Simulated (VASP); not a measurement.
# TiSi2 (Immm) in VASP: a series of runs

TiSi2 is run at these levels: PBEsol, LDA; tasks: single point.

All numbers are computed with VASP 6.6.1; they aren't measurements. Logs are shortened: lines on timing, memory, paths and dates and some standing lists are left out, and cuts for length are marked.

### 1 The cell of the first run

Symmetry: Immm, No. 71, orthorhombic system. Conventional cell: a = 2.965 Å, b = 3.447 Å, c = 8.480 Å, α = 90.00°, β = 90.00°, γ = 90.00°. Ti (site symmetry mmm) has 10 Si at 2.69 to 2.80 Å and 4 Ti at 2.97 to 3.45 Å within 3.6 Å. Within 3.5 Å of Si (site symmetry mm2) lie 9 Si at 2.65 to 3.45 Å and 5 Ti at 2.69 to 2.80 Å.

### 2 Single point, PBEsol

INCAR

```
PREC     = Accurate       # precision mode
ENCUT    = 520            # plane-wave cutoff, eV
EDIFF    = 1E-7           # SCF threshold, eV
ISMEAR   = -1             # smearing method
SIGMA    = 0.05           # smearing width, eV
LREAL    = F              # projectors in reciprocal space
LASPH    = T              # aspherical terms in the spheres
NELM     = 60             # most SCF steps
ALGO     = Normal         # electronic algorithm
ISIF     = 2              # what is computed and relaxed
LWAVE    = F              # write WAVECAR
LCHARG   = T              # write CHGCAR
GGA      = PS             # functional
LELF     = T              # ELF
LVHAR    = T            
NBANDS   = 17             # bands
```

KPOINTS

```
regular mesh
0
Gamma
  12 12 12
```

POSCAR

```
TiSi2
1.0
   -1.4826264035      1.7234689397      4.2399784024
    1.4826264035     -1.7234689397      4.2399784024
    1.4826264035      1.7234689397     -4.2399784024
Ti Si
1 2
Direct
    0.0000000000      0.0000000000      0.0000000000
    0.6700780000      0.6700780000      0.0000000000
    0.3299220000      0.3299220000      0.0000000000
```

Potentials or basis: VASP PAW PBE potentials, release 64 (Ti_sv, Si).

Command:

```console
$ cat potpaw_PBE.64/Ti_sv/POTCAR potpaw_PBE.64/Si/POTCAR > POTCAR
$ mpirun -np 1 vasp_std > vasp.out
```

OUTCAR:

```text
PREC = Accurate
   ENCUT = 520
   EDIFF = 1E-7
   ISMEAR = -1
   LREAL = F
   LASPH = T
   NELM = 60
   ISIF = 2
   GGA = PS

 ion  position               nearest neighbor table
   1  0.000  0.000  0.000-   2 2.69   2 2.69   2 2.69   3 2.69   2 2.69   3 2.69   3 2.69   3 2.69
                             2 2.80   3 2.80
   2  0.670  0.670  0.000-   3 2.65   3 2.65   3 2.65   3 2.65   1 2.69   1 2.69   1 2.69   1 2.69
                             1 2.80   3 2.88
   3  0.330  0.330  0.000-   2 2.65   2 2.65   2 2.65   2 2.65   1 2.69   1 2.69   1 2.69   1 2.69
                             1 2.80   2 2.88

  LATTYP: Found a body centered orthorhombic cell.
 ALAT       =     2.9652528070
 B/A-ratio  =     1.1624431722
 C/A-ratio  =     2.8597753233

  Lattice vectors:

 A1 = (  -1.4826264035,   1.7234689397,   4.2399784024)
 A2 = (   1.4826264035,  -1.7234689397,   4.2399784024)
 A3 = (   1.4826264035,   1.7234689397,  -4.2399784024)

Analysis of symmetry for initial positions (statically):
=====================================================================
 Subroutine PRICEL returns:
 Original cell was already a primitive cell.

 Routine SETGRP: Setting up the symmetry group for a
 body centered orthorhombic supercell.

 Subroutine GETGRP returns: Found  8 space group operations
 (whereof  8 operations were pure point group operations)
 out of a pool of  8 trial point group operations.

The static configuration has the point symmetry D_2h.

Analysis of symmetry for dynamics (positions and initial velocities):
=====================================================================
 Subroutine PRICEL returns:
 Original cell was already a primitive cell.

 Routine SETGRP: Setting up the symmetry group for a
 body centered orthorhombic supercell.

 Subroutine GETGRP returns: Found  8 space group operations
 (whereof  8 operations were pure point group operations)
 out of a pool of  8 trial point group operations.

The dynamic configuration has the point symmetry D_2h.

 Subroutine INISYM returns: Found  8 space group operations
 (whereof  8 operations are pure point group operations),
 and found     1 'primitive' translations

----------------------------------------------------------------------------------------

                                     Primitive cell

  volume of cell :      43.3370

  direct lattice vectors                    reciprocal lattice vectors
    -1.482626404  1.723468940  4.239978402     0.000000000  0.290112568  0.117925129
     1.482626404 -1.723468940  4.239978402     0.337239374  0.000000000  0.117925129
     1.482626404  1.723468940 -4.239978402     0.337239374  0.290112568  0.000000000

  length of vectors
     4.811023082  4.811023082  4.811023082     0.313163916  0.357262832  0.444854692

  position of ions in fractional coordinates (direct lattice)
     0.000000000  0.000000000  0.000000000
     0.670078000  0.670078000  0.000000000
     0.329922000  0.329922000  0.000000000

  ion indices of the primitive-cell ions
   primitive index   ion index
                 1           1
                 2           2
                 3           3

----------------------------------------------------------------------------------------

 KPOINTS: regular mesh

Automatic generation of k-mesh.
 Grid dimensions read from file:
 generate k-points for:   12   12   12

 Generating k-lattice:

  Cartesian coordinates                     Fractional coordinates (reciprocal lattice)
     0.000000000  0.024176047  0.009827094     0.083333333  0.000000000  0.000000000
     0.028103281  0.000000000  0.009827094     0.000000000  0.083333333  0.000000000
     0.028103281  0.024176047  0.000000000     0.000000000  0.000000000  0.083333333

  Length of vectors
     0.026096993  0.029771903  0.037071224

  Shift w.r.t. Gamma in fractional coordinates (k-lattice)
     0.000000000  0.000000000  0.000000000

 Subroutine IBZKPT returns following result:
 ===========================================

 Found    280 irreducible k-points:

 Following reciprocal coordinates:
[... 44 lines left out ...]

 val. band max:        9.6742028411   @ k =   0.5000   0.5000   0.3333
 cond. band min:       9.6766943304   @ k =   0.5000   0.1667  -0.0000
 fundamental gap:      0.0024914893
 Fermi energy:         9.6753459744

 k-point     1 :       0.0000    0.0000    0.0000
  band No.  band energies     occupation
      1     -46.4102      2.00000
      2     -22.8372      2.00000
      3     -22.8168      2.00000
      4     -22.5726      2.00000
      5      -2.7395      2.00000
      6       5.0143      2.00000
[... 9 lines left out ...]
     16      15.0311      0.00000
     17      15.4081      0.00000

 k-point     2 :       0.0833    0.0000   -0.0000
  band No.  band energies     occupation
      1     -46.4098      2.00000
      2     -22.8367      2.00000
      3     -22.8228      2.00000
      4     -22.5722      2.00000
      5      -2.6396      2.00000
      6       4.7181      2.00000
[... 9 lines left out ...]
     16      14.9439      0.00000
     17      15.5320      0.00000

 k-point     3 :       0.1667   -0.0000    0.0000
  band No.  band energies     occupation
      1     -46.4087      2.00000
      2     -22.8392      2.00000
      3     -22.8354      2.00000
      4     -22.5710      2.00000
      5      -2.3431      2.00000
      6       4.1926      2.00000
[... 9 lines left out ...]
     16      15.4547      0.00000
     17      15.8721      0.00000

 k-point     4 :       0.2500   -0.0000    0.0000
  band No.  band energies     occupation
      1     -46.4073      2.00000
      2     -22.8613      2.00000
      3     -22.8337      2.00000
      4     -22.5695      2.00000
      5      -1.8603      2.00000
      6       3.4695      2.00000
[... 9 lines left out ...]
     16      16.3434      0.00000
     17      17.1906      0.00000
[... 343 lines left out ...]
      1     -46.4002      2.00000
      2     -22.8298      2.00000
      3     -22.8269      2.00000
      4     -22.6522      2.00000
      5      -1.7428      2.00000
      6       3.7462      2.00000
[... 9 lines left out ...]
     16      15.1090      0.00000
     17      16.0566      0.00000

 k-point    23 :       0.2500    0.1667    0.0000
  band No.  band energies     occupation
      1     -46.3987      2.00000
      2     -22.8510      2.00000
      3     -22.8253      2.00000
      4     -22.6501      2.00000
      5      -1.2375      2.00000
      6       3.2926      2.00000
[... 9 lines left out ...]
     16      15.1853      0.00000
     17      17.2968      0.00000

 k-point    24 :       0.3333    0.1667    0.0000
  band No.  band energies     occupation
      1     -46.3973      2.00000
      2     -22.8724      2.00000
      3     -22.8233      2.00000
      4     -22.6480      2.00000
      5      -0.5773      2.00000
      6       2.6091      2.00000
[... 9 lines left out ...]
     16      14.7667      0.00000
     17      17.3202      0.00000

 [... further k-points ...]

------------------------ aborting loop because EDIFF is reached ----------------------------------------

  FORCE on cell =-STRESS in cart. coord.  units (eV):
  Direction    XX          YY          ZZ          XY          YZ          ZX
  --------------------------------------------------------------------------------------
  -------------------------------------------------------------------------------------
  Total       -1.4140713     -1.6788833     -1.8157343      0.0000000      0.0000000      0.0000000
  in kB      -52.2784951    -62.0686463    -67.1280539      0.0000000      0.0000000      0.0000000
  external PRESSURE =     -60.4917317 kB  Pullay stress =       0.0000000 kB

 VOLUME and BASIS-vectors are now :
 -----------------------------------------------------------------------------
  energy-cutoff  :      520.00
  volume of cell :       43.34
      direct lattice vectors                 reciprocal lattice vectors
    -1.482626404  1.723468940  4.239978402     0.000000000  0.290112568  0.117925129
     1.482626404 -1.723468940  4.239978402     0.337239374  0.000000000  0.117925129
     1.482626404  1.723468940 -4.239978402     0.337239374  0.290112568  0.000000000

 POSITION                                       TOTAL-FORCE (eV/Angst)
 -----------------------------------------------------------------------------------
      0.00000      0.00000      0.00000        -0.000000     -0.000000      0.000000
      0.00000      0.00000      5.68223        -0.000000      0.000000     -0.080222
      0.00000      0.00000      2.79772         0.000000     -0.000000      0.080222
 -----------------------------------------------------------------------------------
    total drift:                               -0.000000      0.000000     -0.000000

  FREE ENERGIE OF THE ION-ELECTRON SYSTEM (eV)
  ---------------------------------------------------
  free  energy   TOTEN  =       -21.3084944587 eV

  energy  without entropy=      -21.2970166060  energy(sigma->0) =      -21.30275553
```

Run time: 2.8 min. Hardware: 1 thread of Intel Xeon Platinum 8559C (Emerald Rapids), shared host; peak memory 0.34 GiB.

What came out:

```yaml
Free_energy: -21.3085 eV
Pressure: -6.0 GPa
Largest_force: 0.080 eV/Å
Band_gap_on_the_k_mesh: zero (band 10 reaches 10.97 eV, above the bottom of band 11 at 8.69 eV)
```

Forces in eV/Å, atoms in the order of the input:
```
Ti   0.000  0.000  0.000
Si   0.000  0.000 -0.080
Si   0.000  0.000  0.080
```

Levels at points of the mesh, in eV from the Fermi level:
| k point | band 8 | band 9 | band 10 | band 11 | band 12 | band 13 |
| --- | --- | --- | --- | --- | --- | --- |
| (0.00, 0.00, 0.00) | -2.11 | -0.60 | 0.74 | 2.00 | 2.35 | 3.08 |
| (0.50, 0.00, 0.00) | -3.72 | -0.67 | 0.93 | 2.00 | 2.51 | 3.41 |
| (0.00, 0.50, 0.00) | -3.35 | -0.91 | -0.42 | 0.96 | 2.75 | 3.27 |
| (0.50, 0.50, 0.00) | -4.68 | -2.84 | -1.27 | -0.64 | 2.66 | 2.82 |
| (0.50, 0.50, 0.50) | -1.22 | -0.33 | 0.44 | 1.92 | 2.40 | 2.42 |

Caveat: the PAW data sets were made with another functional, which shifts forces and pressure a little.

### 3 Single point, LDA

This run uses another cell than the first one, of 14.73 Å³/atom, 1.020 times its volume.

INCAR

```
SYSTEM = TiSi2
ALGO = Normal
EDIFF = 1E-7
ENCUT = 520
ISIF = 2
ISMEAR = -1
LASPH = .True.
LCHARG = .False.
LREAL = .False.
LWAVE = .False.
NBANDS = 17
NELM = 60
PREC = Accurate
SIGMA = 0.05
```

KPOINTS

```
k-points
0
Gamma
  12 12 12
  0 0 0
```

POSCAR

```
TiSi2
1.0
   -1.4922541174      1.7346606101      4.2675115011
    1.4922541174     -1.7346606101      4.2675115011
    1.4922541174      1.7346606101     -4.2675115011
Ti Si
1 2
Direct
    0.0000000000      0.0000000000      0.0000000000
    0.6700780000      0.6700780000      0.0000000000
    0.3299220000      0.3299220000      0.0000000000
```

Potentials or basis: VASP PAW LDA potentials, release 64 (Ti_sv, Si).

Command:

```console
$ cat potpaw_LDA.64/Ti_sv/POTCAR potpaw_LDA.64/Si/POTCAR > POTCAR
$ mpirun -np 1 vasp_std > vasp.out
```

Run time: 2.7 min. Hardware: 1 thread of Intel Xeon Platinum 8559C (Emerald Rapids), shared host; peak memory 0.32 GiB.

Results (log left out):

```
Free energy            : -21.8232 eV
Pressure               : -10.9 GPa
Largest force          : 0.138 eV/Å
Band gap on the k mesh : zero (band 10 reaches 10.64 eV, above the bottom of band 11 at 8.46 eV)
```

Forces in eV/Å, atoms in the order of the input:
```
Ti   0.000  0.000  0.000
Si   0.000  0.000 -0.138
Si   0.000  0.000  0.138
```

Stress tensor (GPa, compression positive):
```
 -9.90   0.00   0.00
  0.00 -11.21   0.00
  0.00   0.00 -11.72
```

Levels at points of the mesh, in eV from the Fermi level:
| k point | band 6 | band 7 | band 8 | band 9 | band 10 | band 11 | band 12 | band 13 | band 14 | band 15 |
| --- | --- | --- | --- | --- | --- | --- | --- | --- | --- | --- |
| (0.00, 0.00, 0.00) | -4.53 | -4.14 | -2.06 | -0.57 | 0.70 | 1.99 | 2.25 | 3.04 | 3.55 | 3.87 |
| (0.50, 0.00, 0.00) | -8.87 | -4.15 | -3.64 | -0.64 | 0.89 | 1.92 | 2.41 | 3.27 | 3.93 | 5.27 |
| (0.00, 0.50, 0.00) | -7.91 | -3.46 | -3.29 | -0.90 | -0.41 | 0.94 | 2.71 | 3.13 | 3.81 | 3.95 |
| (0.50, 0.50, 0.00) | -5.03 | -4.83 | -4.71 | -2.76 | -1.23 | -0.57 | 2.58 | 2.71 | 2.97 | 3.25 |
| (0.50, 0.50, 0.50) | -8.59 | -1.24 | -1.15 | -0.30 | 0.42 | 1.84 | 2.30 | 2.35 | 3.49 | 3.50 |

### 4 Single point, PBEsol

This run uses another cell than the first one, of 14.73 Å³/atom, 1.020 times its volume.

INCAR

```
SYSTEM = TiSi2
  PREC = Accurate
  ENCUT = 520
  EDIFF = 1E-6
  ISMEAR = -1
  SIGMA = 0.05
  LREAL = .False.
  LASPH = .True.
  NELM = 80
  ALGO = Normal
  ISIF = 2
  LWAVE = .False.
  LCHARG = .False.
  GGA = PS
  NBANDS = 17
```

KPOINTS

```
regular mesh
0
Gamma
  12 12 12
  0 0 0
```

POSCAR is that of step 3.

Potentials or basis: VASP PAW PBE potentials, release 64 (Ti_sv, Si).

Command:

```console
$ cat potpaw_PBE.64/Ti_sv/POTCAR potpaw_PBE.64/Si/POTCAR > POTCAR
$ mpirun -np 1 vasp_std > vasp.out
```

Run time: 2.5 min. Hardware: 1 thread of Intel Xeon Platinum 8559C (Emerald Rapids), shared host; peak memory 0.35 GiB.

Results (log left out):

```
Free energy            : -21.2704 eV
Pressure               : -8.3 GPa
Largest force          : 0.093 eV/Å
Band gap on the k mesh : zero (band 10 reaches 10.71 eV, above the bottom of band 11 at 8.48 eV)
```

Forces on the atoms (eV/Å):
```
Ti   0.000  0.000  0.000
Si   0.000  0.000 -0.093
Si   0.000  0.000  0.093
```

Stress tensor (GPa, compression positive):
```
-7.35  0.00  0.00
 0.00 -8.55  0.00
 0.00  0.00 -9.03
```

Levels at points of the mesh, in eV from the Fermi level:
```
           k point  band 7  band 8  band 9  band 10  band 11  band 12  band 13  band 14
(0.00, 0.00, 0.00)   -4.16   -2.07   -0.58     0.72     1.96     2.29     3.01     3.58
(0.50, 0.00, 0.00)   -4.22   -3.68   -0.65     0.91     1.95     2.44     3.31     3.91
(0.00, 0.50, 0.00)   -3.52   -3.32   -0.89    -0.41     0.95     2.71     3.17     3.83
(0.50, 0.50, 0.00)   -4.90   -4.70   -2.80    -1.24    -0.65     2.58     2.74     2.99
(0.50, 0.50, 0.50)   -1.28   -1.18   -0.31     0.43     1.88     2.34     2.36     3.52
```

Caveat: the PAW data sets were made with another functional, which shifts forces and pressure a little.

### 5 Single point, LDA

This run uses another cell than the first one, of 15.01 Å³/atom, 1.039 times its volume.

INCAR

```
  ALGO = Normal
  EDIFF = 1E-7
  ENCUT = 520
  GGA = CA
  ISIF = 2
  ISMEAR = -1
  LASPH = True
  LCHARG = False
  LREAL = False
  LWAVE = False
  NBANDS = 17
  NELM = 100
  PREC = Accurate
  SIGMA = 0.05
```

KPOINTS

```
k-points
0
Gamma
  12 12 12
```

POSCAR

```
TiSi2
1.0
   -1.5017591770      1.7457097017      4.2946938359
    1.5017591770     -1.7457097017      4.2946938359
    1.5017591770      1.7457097017     -4.2946938359
Ti Si
1 2
Direct
    0.0000000000      0.0000000000      0.0000000000
    0.6700780000      0.6700780000      0.0000000000
    0.3299220000      0.3299220000      0.0000000000
```

Potentials or basis: VASP PAW LDA potentials, release 64 (Ti_sv, Si).

Command:

```console
$ cat potpaw_LDA.64/Ti_sv/POTCAR potpaw_LDA.64/Si/POTCAR > POTCAR
$ mpirun -np 1 vasp_std > vasp.out
```

It took 2.5 min on 1 thread of Intel Xeon Platinum 8559C (Emerald Rapids), shared host; peak memory 0.33 GiB.

The run converged. Its results:

* Free energy: -21.7601 eV
* Pressure: -12.9 GPa
* Largest force: 0.151 eV/Å
* Band gap on the k mesh: zero (band 10 reaches 10.39 eV, above the bottom of band 11 at 8.26 eV)

Forces in eV/Å, atoms in the order of the input:
```
Ti   0.000  0.000  0.000
Si   0.000  0.000 -0.151
Si   0.000  0.000  0.151
```

Stress tensor (GPa, compression positive):
```
-11.70   0.00   0.00
  0.00 -13.19   0.00
  0.00   0.00 -13.67
```

Levels at points of the mesh, in eV from the Fermi level:
```csv
k point,band 6,band 7,band 8,band 9,band 10,band 11,band 12,band 13,band 14,band 15
"(0.00, 0.00, 0.00)",-4.45,-4.16,-2.02,-0.54,0.68,1.94,2.20,2.98,3.46,3.78
"(0.50, 0.00, 0.00)",-8.79,-4.10,-3.61,-0.63,0.87,1.88,2.34,3.17,3.87,5.18
"(0.00, 0.50, 0.00)",-7.83,-3.42,-3.25,-0.88,-0.39,0.93,2.67,3.03,3.72,3.83
"(0.50, 0.50, 0.00)",-4.94,-4.76,-4.73,-2.72,-1.20,-0.58,2.51,2.63,2.91,3.15
"(0.50, 0.50, 0.50)",-8.51,-1.24,-1.12,-0.28,0.41,1.80,2.25,2.30,3.36,3.42
```

### 6 Single point, LDA (volume scaled by 0.94)

INCAR

```
PREC = Accurate ; ENCUT = 520
EDIFF = 1E-6 ; ISMEAR = -1
SIGMA = 0.05 ; LREAL = False
LASPH = True ; NELM = 100
ALGO = Normal ; ISIF = 2
LWAVE = False ; LCHARG = False
GGA = CA ; NBANDS = 17
```

KPOINTS

```
regular mesh
0
Gamma
  12 12 12
```

POSCAR

```
TiSi2
1.0
   -1.4428049511      1.6771787643      4.1260979956
    1.4428049511     -1.6771787643      4.1260979956
    1.4428049511      1.6771787643     -4.1260979956
Ti Si
1 2
Direct
    0.0000000000      0.0000000000      0.0000000000
    0.6700780000      0.6700780000      0.0000000000
    0.3299220000      0.3299220000      0.0000000000
```

Potentials or basis: VASP PAW LDA potentials, release 64 (Ti_sv, Si).

Command:

```console
$ cat potpaw_LDA.64/Ti_sv/POTCAR potpaw_LDA.64/Si/POTCAR > POTCAR
$ mpirun -np 1 vasp_std > vasp.out
```

Run time: 2.9 min. Hardware: 1 thread of AMD EPYC 9R45 (Zen 5), shared host; peak memory 0.28 GiB.

The run converged. Its results:

| Quantity | Value |
| --- | --- |
| Free energy | -21.9499 eV |
| Pressure | 2.6 GPa |
| Largest force | 0.066 eV/Å |
| Band gap on the k mesh | zero (band 10 reaches 12.06 eV, above the bottom of band 11 at 9.61 eV) |

Forces in eV/Å, atoms in the order of the input:
```
Ti   0.000  0.000  0.000
Si   0.000  0.000 -0.066
Si   0.000  0.000  0.066
```

Stress tensor (GPa, compression positive):
```
2.72 0.00 0.00
0.00 2.78 0.00
0.00 0.00 2.22
```

Levels at points of the mesh, in eV from the Fermi level:
```
           k point  band 8  band 9  band 10  band 11  band 12  band 13
(0.00, 0.00, 0.00)   -2.24   -0.70     0.81     2.20     2.56     3.40
(0.50, 0.00, 0.00)   -3.80   -0.74     1.00     2.15     2.77     3.83
(0.00, 0.50, 0.00)   -3.46   -1.00    -0.50     0.99     2.94     3.65
(0.50, 0.50, 0.00)   -4.57   -2.99    -1.41    -0.53     3.01     3.13
(0.50, 0.50, 0.50)   -1.26   -0.42     0.46     2.09     2.62     2.67
```

Caveat: the cell differs from its parent crystal (volume scaled by 0.94).

### 7 Overview

```tsv
level	potentials or basis	cell	gap on the mesh (eV)	pressure (GPa)	largest force (eV/Å)
PBEsol	VASP PAW PBE potentials, release 64 (Ti_sv, Si)	a = 4.811 Å, angles 144.1, 138.0, 56.4°, 3 atoms	none	-6.0	0.08
LDA	VASP PAW LDA potentials, release 64 (Ti_sv, Si)	a = 4.842 Å, angles 144.1, 138.0, 56.4°, 3 atoms	none	-10.9	0.14
PBEsol	VASP PAW PBE potentials, release 64 (Ti_sv, Si)	a = 4.842 Å, angles 144.1, 138.0, 56.4°, 3 atoms	none	-8.3	0.09
LDA	VASP PAW LDA potentials, release 64 (Ti_sv, Si)	a = 4.873 Å, angles 144.1, 138.0, 56.4°, 3 atoms	none	-12.9	0.15
LDA	VASP PAW LDA potentials, release 64 (Ti_sv, Si)	a = 4.682 Å, angles 144.1, 138.0, 56.4°, 3 atoms	none	2.6	0.07
```

Alike in all rows: task single point; no spin polarisation; k mesh 12 × 12 × 12; cutoff (eV) 520; smearing fermi-dirac 0.05 eV.

Caveats: the PAW data sets were made with another functional, which shifts forces and pressure a little (some runs).

Absolute energies hang on the potentials; compare differences alone.
